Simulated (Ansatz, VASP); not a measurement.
**NaI: VASP beside Ansatz**

```
Na I
1.0
     0.00000    3.17772    3.17772
     3.17772    0.00000    3.17772
     3.17772    3.17772    0.00000
Na I
1 1
Cartesian
  0.0000 0.0000 0.0000
  3.1777 3.1777 3.1777
```

Change from the starting cell: hydrostatic strain -1.6%.

Alike in both runs: task single point; functional PBE; k mesh 8 × 8 × 8; occupations fermi-dirac, width 0.02 eV; no spin polarisation.

|  | VASP | Ansatz |
| --- | --- | --- |
| version | VASP 6.6.1 | Ansatz 0.2.0 |
| potentials or method | VASP PAW PBE potentials, release 64 (Na_pv, I) | plane waves, PAW |
| plane-wave cutoff (eV) | 520 | 420 |
| valence electrons in the cell | 14 | 26 |

|  | VASP | Ansatz | Ansatz less VASP |
| --- | --- | --- | --- |
| gap on the k mesh at the Fermi level (eV) | 3.79 | 3.80 | +0.004 |
| pressure (GPa) | 1.5 | 1.5 | -0.02 |

VASP's potentials hold 14 valence electrons a cell and Ansatz's 26, so a difference there can come from the potentials and not from the codes.

Neither program's run includes spin-orbit coupling.
